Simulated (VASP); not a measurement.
Crystal: Fe.

```
CELL_PARAMETERS angstrom
0.00000 1.74500 1.74500
1.74500 0.00000 1.74500
3.49000 3.49000 0.00000
ATOMIC_POSITIONS crystal
Fe 0.00000 0.00000 0.00000
Fe 0.00000 0.00000 0.50000
```

Program: VASP 6.6.1. Alike in all runs: task single point; level PBE; potentials or basis VASP PAW PBE potentials, release 64 (Fe); cell as given; k mesh 12 × 12 × 6; cutoff (eV) 520; smearing gaussian 0.05 eV.

Question: Order these runs on this cell by their pressure, lowest first.
A. spin collinear, antiferromagnetic start
B. spin collinear, ferromagnetic start
C. spin collinear

Answer: B (-10.1 GPa), C (-4.4 GPa), A (-2.8 GPa).

Caveats: the moment fell far below its start of 4 μB, so a state of higher moment may lie lower in energy (some runs).
